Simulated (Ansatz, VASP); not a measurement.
**CdF2: VASP beside Ansatz**

```
CELL_PARAMETERS angstrom
0.00000 2.69418 2.69418
2.69418 0.00000 2.69418
2.69418 2.69418 0.00000
ATOMIC_POSITIONS crystal
Cd 0.00000 0.00000 0.00000
F 0.25000 0.25000 0.25000
F 0.75000 0.75000 0.75000
```

Alike in both runs: task single point; functional PBE; k mesh 8 × 8 × 8; non-collinear spin, spin-orbit coupling.

|  | VASP | Ansatz |
| --- | --- | --- |
| version | VASP 6.6.1 | Ansatz 0.2.0 |
| potentials or method | VASP PAW PBE potentials, release 64 (Cd, F) | plane waves, PAW |
| plane-wave cutoff (eV) | 520 | 420 |
| occupations | gaussian, width 0.01 eV | fixed |
| valence electrons in the cell | 26 | 34 |

```csv
,VASP,Ansatz,Ansatz less VASP
pressure (GPa),6.2,5.4,-0.78
net moment per atom (μB),0.00,0.00,0.000
```

VASP's potentials hold 26 valence electrons a cell and Ansatz's 34, so a difference there can come from the potentials and not from the codes.
